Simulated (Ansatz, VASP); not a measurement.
One calculation of BAs, two programs

INCAR

```
ALGO = Normal
EDIFF = 1E-6
ENCUT = 560
GGA = PE
GGA_COMPAT = False
ISIF = 2
ISMEAR = -1
LASPH = True
LCHARG = True
LELF = True
LREAL = False
LVHAR = True
LWAVE = False
NBANDS = 16
NELM = 120
PREC = Accurate
SIGMA = 0.02
```

File KPOINTS:

```
k-points
0
Gamma
  10 10 10
```

POSCAR

```
BAs
1.0
    0.0000000000      2.3646025850      2.4045142790
    2.3646025850      0.0000000000      2.4045142790
    2.3646025850      2.3646025850      0.0000000000
B As
1 1
Direct
    0.0000000000      0.0000000000      0.0000000000
    0.2500000000      0.2500000000      0.2500000000
```

Input for Ansatz:

```yaml
crystal:
  lattice:
    - [0.0, 2.364602585, 2.404514279]
    - [2.364602585, 0.0, 2.404514279]
    - [2.364602585, 2.364602585, 0.0]
  atoms:
    - { symbol: B, position: [0.0, 0.0, 0.0] }
    - { symbol: As, position: [0.25, 0.25, 0.25] }
kpoints:
  mp_grid: { grid: [10, 10, 10] }
  band_path:
    path:
      - [0.0, 0.0, 0.0]
      - [-0.5, -0.5, 0.0]
      - [-0.375, -0.375, 0.25]
      - [-0.375, 0.0, 0.375]
      - [0.0, 0.0, 0.5]
      - [-0.5, -0.25, 0.25]
      - [0.0, 0.398437, 0.398438]
    npoints: 1
hamiltonian:
  xc: pbe
scf:
  occupations: { method: fermi_dirac, width: 0.02 }
  n_extra_bands: 4
output:
  forces: true
  stress: true
  eigenvalues: true
```

Change from the starting cell: epitaxial_xy strain -1.1%.

Alike in both runs: task single point; functional PBE; k mesh 10 × 10 × 10; occupations fermi-dirac, width 0.02 eV; no spin polarisation.

```csv
,VASP,Ansatz
version,VASP 6.6.1,Ansatz 0.2.0
potentials or method,"VASP PAW PBE potentials, release 64 (B, As_d)","plane waves, PAW"
plane-wave cutoff (eV),560,420
valence electrons in the cell,18,18
```

```csv
,VASP,Ansatz,Ansatz less VASP
gap on the k mesh at the Fermi level (eV),1.04,1.04,-0.002
pressure (GPa),4.5,4.7,+0.25
"traceless stress, the component that is largest in VASP (GPa)",-2.40,-2.40,+0.006
```
